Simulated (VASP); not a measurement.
Runs of VASP 6.6.1 on Hf. Symmetry: P6_3/mmc, No. 194, hexagonal system. The conventional cell has a = 3.205 Å, b = 3.205 Å, c = 5.074 Å, α = 90.00°, β = 90.00°, γ = 120.00°. Within 4.1 Å of Hf (site symmetry -6m2) lie 12 Hf at 3.14 to 3.20 Å. 

| k mesh | smearing | gap on the mesh (eV) | pressure (GPa) |
| --- | --- | --- | --- |
| 12 × 12 × 7 | fermi-dirac 0.1 eV | none | -0.5 |
| 11 × 11 × 6 | fermi-dirac 0.6 eV | none | 4.0 |
| 11 × 11 × 6 | methfessel-paxton 0.3 eV | none | -0.5 |
| 11 × 11 × 6 | methfessel-paxton 1 eV | none | -0.7 |
| 11 × 11 × 6 | methfessel-paxton 0.03 eV | none | (a) |

Alike in all rows: task single point; level PBE; potentials or basis VASP PAW PBE potentials, release 64 (Hf_pv); no spin polarisation; cell as given; cutoff (eV) 520.

Fill in the values left out.

(a) -0.2.

Caveats: spin-orbit coupling is left out, which moves the levels of the heavy elements.

A k mesh can miss the band edges, and the runs leave out spin-orbit coupling on Hf.

A gap of «none» marks levels without a gap at the run's occupations.
